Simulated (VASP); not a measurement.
# LiCl (P6_3mc) in VASP: density of states with LDA

Aim: the density of states of LiCl with LDA.

Everything below comes from runs of VASP 6.6.1. Logs are shortened: lines on timing, memory, paths and dates and some standing lists are left out, and cuts for length are marked.

**1. The cell of the first run**

The structure is hexagonal, space group P6_3mc (No. 186). The conventional cell has a = 3.925 Å, b = 3.925 Å, c = 6.289 Å, α = 90.00°, β = 90.00°, γ = 120.00°. Li (site symmetry 3m) has 4 Cl at 2.39 Å within 3.2 Å. Within 3.2 Å of Cl (site symmetry 3m) lie 4 Li at 2.39 Å.

**2. Density of states, LDA**

Input file POSCAR:

```
LiCl
1.0
    3.9253803159      0.0000000000      0.0000000000
   -1.9626901580      3.3994790731      0.0000000000
    0.0000000000      0.0000000000      6.2893925612
Li Cl
2 2
Direct
    0.6666666667      0.3333333333      0.8777888619
    0.3333333333      0.6666666667      0.3777888619
    0.6666666667      0.3333333333      0.4972121381
    0.3333333333      0.6666666667      0.9972121381
```

Input file INCAR.step1:

```
SYSTEM = LiCl
  PREC = Accurate
  ENCUT = 520
  EDIFF = 1E-6
  ISMEAR = 0
  SIGMA = 0.02
  LREAL = .FALSE.
  LASPH = .TRUE.
  NELM = 60
  ALGO = Normal
  ISIF = 2
  LWAVE = .FALSE.
  LCHARG = .TRUE.
  NBANDS = 18
```

Input file KPOINTS.step1:

```
Automatic mesh
0
G
  9 9 4
  0 0 0
```

Input file INCAR.step2:

```
SYSTEM = LiCl
  PREC = Accurate
  ENCUT = 520
  EDIFF = 1E-6
  ISMEAR = -5
  SIGMA = 0.02
  LREAL = .FALSE.
  LASPH = .TRUE.
  NELM = 60
  ALGO = Normal
  ISIF = 2
  LWAVE = .FALSE.
  LCHARG = .FALSE.
  LORBIT = 11
  NBANDS = 18
  NEDOS = 1001
  ICHARG = 11
```

Input file KPOINTS.step2:

```
Automatic mesh
0
G
  14 14 6
  0 0 0
```

Potentials or basis: VASP PAW LDA potentials, release 64 (Li_sv, Cl).

Started as:

```console
cat potpaw_LDA.64/Li_sv/POTCAR potpaw_LDA.64/Cl/POTCAR > POTCAR
cp INCAR.step1 INCAR
cp KPOINTS.step1 KPOINTS
mpirun -np 1 vasp_std > vasp.out
cp INCAR.step2 INCAR
cp KPOINTS.step2 KPOINTS
mpirun -np 1 vasp_std > vasp.out
```

OUTCAR:

```text
SYSTEM = LiCl
   PREC = Accurate
   ENCUT = 520
   EDIFF = 1E-6
   ISMEAR = -5
   LREAL = .FALSE.
   LASPH = .TRUE.
   NELM = 60
   ISIF = 2
   LORBIT = 11
   ICHARG = 11

 ion  position               nearest neighbor table
   1  0.667  0.333  0.878-   4 2.39   4 2.39   4 2.39   3 2.39
   2  0.333  0.667  0.378-   3 2.39   3 2.39   3 2.39   4 2.39
   3  0.667  0.333  0.497-   2 2.39   2 2.39   2 2.39   1 2.39
   4  0.333  0.667  0.997-   1 2.39   1 2.39   1 2.39   2 2.39

  LATTYP: Found a hexagonal cell.
 ALAT       =     3.9253803159
 C/A-ratio  =     1.6022377592

  Lattice vectors:

 A1 = (   3.9253803159,   0.0000000000,   0.0000000000)
 A2 = (  -1.9626901580,   3.3994790731,   0.0000000000)
 A3 = (   0.0000000000,   0.0000000000,   6.2893925612)

Analysis of symmetry for initial positions (statically):
=====================================================================
 Subroutine PRICEL returns:
 Original cell was already a primitive cell.

 Routine SETGRP: Setting up the symmetry group for a
 hexagonal supercell.

 Subroutine GETGRP returns: Found 12 space group operations
 (whereof  6 operations were pure point group operations)
 out of a pool of 24 trial point group operations.

The static configuration has the point symmetry C_3v.
 The point group associated with its full space group is C_6v.

Analysis of symmetry for dynamics (positions and initial velocities):
=====================================================================
 Subroutine PRICEL returns:
 Original cell was already a primitive cell.

 Routine SETGRP: Setting up the symmetry group for a
 hexagonal supercell.

 Subroutine GETGRP returns: Found 12 space group operations
 (whereof  6 operations were pure point group operations)
 out of a pool of 24 trial point group operations.

The dynamic configuration has the point symmetry C_3v.
 The point group associated with its full space group is C_6v.

 Subroutine INISYM returns: Found 12 space group operations
 (whereof  6 operations are pure point group operations),
 and found     1 'primitive' translations

----------------------------------------------------------------------------------------

                                     Primitive cell

  volume of cell :      83.9272

  direct lattice vectors                    reciprocal lattice vectors
     3.925380316  0.000000000  0.000000000     0.254752386  0.147081358  0.000000000
    -1.962690158  3.399479073  0.000000000     0.000000000  0.294162717  0.000000000
     0.000000000  0.000000000  6.289392561     0.000000000  0.000000000  0.158997867

  length of vectors
     3.925380316  3.925380316  6.289392561     0.294162717  0.294162717  0.158997867

  position of ions in fractional coordinates (direct lattice)
     0.666666667  0.333333333  0.877788862
     0.333333333  0.666666667  0.377788862
     0.666666667  0.333333333  0.497212138
     0.333333333  0.666666667  0.997212138

  ion indices of the primitive-cell ions
   primitive index   ion index
                 1           1
                 2           2
                 3           3
                 4           4

----------------------------------------------------------------------------------------

 KPOINTS: Automatic mesh

Automatic generation of k-mesh.
 Grid dimensions read from file:
 generate k-points for:   14   14    6

 Generating k-lattice:

  Cartesian coordinates                     Fractional coordinates (reciprocal lattice)
     0.018196599  0.010505811  0.000000000     0.071428571  0.000000000  0.000000000
     0.000000000  0.021011623  0.000000000     0.000000000  0.071428571  0.000000000
     0.000000000  0.000000000  0.026499644     0.000000000  0.000000000  0.166666667

  Length of vectors
     0.021011623  0.021011623  0.026499644

  Shift w.r.t. Gamma in fractional coordinates (k-lattice)
     0.000000000  0.000000000  0.000000000

 TETIRR: Found   1218 inequivalent tetrahedra from     7056

 Subroutine IBZKPT returns following result:
 ===========================================

 Found     96 irreducible k-points:

 Following reciprocal coordinates:
            Coordinates               Weight
  0.000000  0.000000  0.000000      1.000000
  0.071429  0.000000  0.000000      6.000000
  0.142857 -0.000000  0.000000      6.000000
  0.214286  0.000000  0.000000      6.000000
  0.285714  0.000000  0.000000      6.000000
  0.357143  0.000000  0.000000      6.000000
[... 16 lines left out ...]
  0.285714  0.285714  0.000000      6.000000
  0.357143  0.285714  0.000000      6.000000
 [... further k-points ...]
   k-points           NKPTS =     96   k-points in BZ     NKDIM =     96   number of bands    NBANDS=     18
   number of dos      NEDOS =   1001   number of ions     NIONS =      4
   total plane-waves  NPLWV =  43200
   dimension x,y,z NGX =    30 NGY =   30 NGZ =   48
   dimension x,y,z NGXF=    60 NGYF=   60 NGZF=   96
   ions per type =               2   2
   NGX,Y,Z   is equivalent  to a cutoff of  12.71, 12.71, 12.69 a.u.
   NGXF,Y,Z  is equivalent  to a cutoff of  25.41, 25.41, 25.38 a.u.
 SYSTEM =  LiCl
   PREC   = accura    normal or accurate (medium, high low for compatibility)
   ISTART =      0    job   : 0-new  1-cont  2-samecut
   ICHARG =     11    charge: 1-file 2-atom 10-const
   ISPIN  =      1    spin polarized calculation?
   LNONCOLLINEAR =      F non collinear calculations
   LSORBIT =      F    spin-orbit coupling
   LASPH  =      T    aspherical Exc in radial PAW
   ENCUT  =  520.0 eV  38.22 Ry    6.18 a.u.   7.30  7.30 11.69*2*pi/ulx,y,z
   NELM   =     60;   NELMIN=  2; NELMDL=  0     # of ELM steps
   EDIFF  = 0.1E-05   stopping-criterion for ELM
   LREAL  =      F    real-space projection
   EDIFFG = 0.1E-04   stopping-criterion for IOM
   NSW    =      0    number of steps for IOM
   IBRION =     -1    ionic relax: 0-MD 1-quasi-New 2-CG
   NFREE  =      0    steps in history (QN), initial steepest desc. (CG)
   ISIF   =      2    stress and relaxation
   ISYM   =      2    0-nonsym 1-usesym 2-fastsym
   POTIM  = 0.5000    time-step for ionic-motion
   TEBEG  =    0.0;   TEEND  =   0.0 temperature during run
   PSTRESS=    0.0 pullay stress
   NELECT =      20.0000    total number of electrons
   NUPDOWN=      -1.0000    fix difference up-down
   EMIN   =  10.00;   EMAX   =-10.00  energy-range for DOS
   EFERMI =   0.00;   METHOD = LEGACY
   ISMEAR =    -5;   SIGMA  =   0.02  broadening in eV -4-tet -1-fermi 0-gaus
   EFERMI_NEDOS =   21; number of points for ismear=-14 and -15
   IALGO  =     38    algorithm
   IMIX   =      4    mixing-type and parameters
     AMIX     =   0.40;   BMIX     =  1.00
     AMIX_MAG =   1.60;   BMIX_MAG =  1.00
  volume/ion in A,a.u.               =      20.98       141.59
  Fermi-wavevector in a.u.,A,eV,Ry     =   1.014964  1.918003 14.016063  1.030152
  Thomas-Fermi vector in A             =   2.148222
   LORBIT       =     11    0 simple, 1 ext, 2 COOP (PROOUT), +10 PAW based schemes
   GGA     = CA    functional components
   LHFCALC =     F    Hartree Fock is set to
   AEXX    =    0.0000 exact exchange contribution
   IVDW    =     0    specifies the selected vdW correction
   LEPSILON=     F    determine dielectric tensor
   LRPA    =     F    only Hartree local field effects (RPA)
 non-spin polarized calculation
 Fermi weights with tetrahedron method with Bloechl corrections
  energy-cutoff  :      520.00
  volume of cell :       83.93
 maximum number of plane-waves:      2297
 NGX is ok and might be reduce to    30

 number of electron      20.0000004 magnetization

 Free energy of the ion-electron system (eV)
  ---------------------------------------------------
  ext. energy  EPLUGINS =         0.00000000
  ---------------------------------------------------
  free energy    TOTEN  =       -15.98118434 eV

  energy without entropy =      -15.98118434  energy(sigma->0) =      -15.98118434

 E-fermi :  -1.3796     XC(G=0):  -8.1197

 val. band max:       -1.4020940105   @ k =   0.0000   0.0000   0.0000
 cond. band min:       4.1253299525   @ k =   0.0000   0.0000   0.0000
 fundamental gap:      5.5274239631
 Fermi energy:        -1.3796280683

 k-point     1 :       0.0000    0.0000    0.0000
  band No.  band energies     occupation
      1     -43.3349      2.00000
      2     -43.3331      2.00000
      3     -14.0519      2.00000
      4     -13.7396      2.00000
      5      -3.5150      2.00000
      6      -1.8049      2.00000
[... 10 lines left out ...]
     17       9.1871      0.00000
     18       9.1871      0.00000

 k-point     2 :       0.0714    0.0000    0.0000
  band No.  band energies     occupation
      1     -43.3348      2.00000
      2     -43.3331      2.00000
      3     -14.0404      2.00000
      4     -13.7346      2.00000
      5      -3.4876      2.00000
      6      -1.8843      2.00000
[... 10 lines left out ...]
     17       9.2887      0.00000
     18       9.3526      0.00000

 k-point     3 :       0.1429   -0.0000    0.0000
  band No.  band energies     occupation
      1     -43.3346      2.00000
      2     -43.3330      2.00000
      3     -14.0075      2.00000
      4     -13.7208      2.00000
      5      -3.4079      2.00000
      6      -2.1046      2.00000
[... 412 lines left out ...]
 k-point    23 :       0.2857    0.2857    0.0000
  band No.  band energies     occupation
      1     -43.3330      2.00000
      2     -43.3327      2.00000
      3     -13.7348      2.00000
      4     -13.6772      2.00000
      5      -3.2207      2.00000
      6      -2.7799      2.00000
[... 10 lines left out ...]
     17       9.8862      0.00000
     18      10.9901      0.00000

 k-point    24 :       0.3571    0.2857    0.0000
  band No.  band energies     occupation
      1     -43.3329      2.00000
      2     -43.3328      2.00000
      3     -13.7128      2.00000
      4     -13.6879      2.00000
      5      -3.2470      2.00000
      6      -2.6721      2.00000
[... 10 lines left out ...]
     17      10.4167      0.00000
     18      10.4572      0.00000

 [... further k-points ...]

------------------------ aborting loop because EDIFF is reached ----------------------------------------

  FORCE on cell =-STRESS in cart. coord.  units (eV):
  Direction    XX          YY          ZZ          XY          YZ          ZX
  --------------------------------------------------------------------------------------
  -------------------------------------------------------------------------------------
  Total       -1.3532682     -1.3532682     -1.3861627      0.0000000      0.0000000      0.0000000
  in kB      -25.8339990    -25.8339990    -26.4619583      0.0000000      0.0000000      0.0000000
  external PRESSURE =     -26.0433188 kB  Pullay stress =       0.0000000 kB

 VOLUME and BASIS-vectors are now :
 -----------------------------------------------------------------------------
  energy-cutoff  :      520.00
  volume of cell :       83.93
      direct lattice vectors                 reciprocal lattice vectors
     3.925380316  0.000000000  0.000000000     0.254752386  0.147081358  0.000000000
    -1.962690158  3.399479073  0.000000000     0.000000000  0.294162717  0.000000000
     0.000000000  0.000000000  6.289392561     0.000000000  0.000000000  0.158997867

 POSITION                                       TOTAL-FORCE (eV/Angst)
 -----------------------------------------------------------------------------------
      1.96269      1.13316      5.52076         0.000000     -0.000000      0.000375
     -0.00000      2.26632      2.37606        -0.000000      0.000000      0.000375
      1.96269      1.13316      3.12716        -0.000000      0.000000     -0.000375
     -0.00000      2.26632      6.27186         0.000000     -0.000000     -0.000375
 -----------------------------------------------------------------------------------
    total drift:                                0.000000      0.000000      0.000865

  FREE ENERGIE OF THE ION-ELECTRON SYSTEM (eV)
  ---------------------------------------------------
  free  energy   TOTEN  =       -15.9811843421 eV

  energy  without entropy=      -15.9811843421  energy(sigma->0) =      -15.98118434

 total charge

# of ion       s       p       d       tot
------------------------------------------
    1        2.013   0.057   0.000   2.070
    2        2.013   0.057   0.000   2.070
    3        1.582   3.565   0.000   5.147
    4        1.582   3.565   0.000   5.147
--------------------------------------------------
tot          7.189   7.245   0.000  14.434
```

It used 88 s of CPU time on 1 thread of AMD EPYC 7R13 Processor (Zen 3), with other jobs on the host.

Results:

```yaml
Valence_electrons_inside_the_program's_atomic_spheres: Li 2.07; Cl 5.15
```

Caveat: the cutoff is under 1.25 times the usual one of these potentials, so pressure, stress and relaxed cells hold a basis-set (Pulay) error.
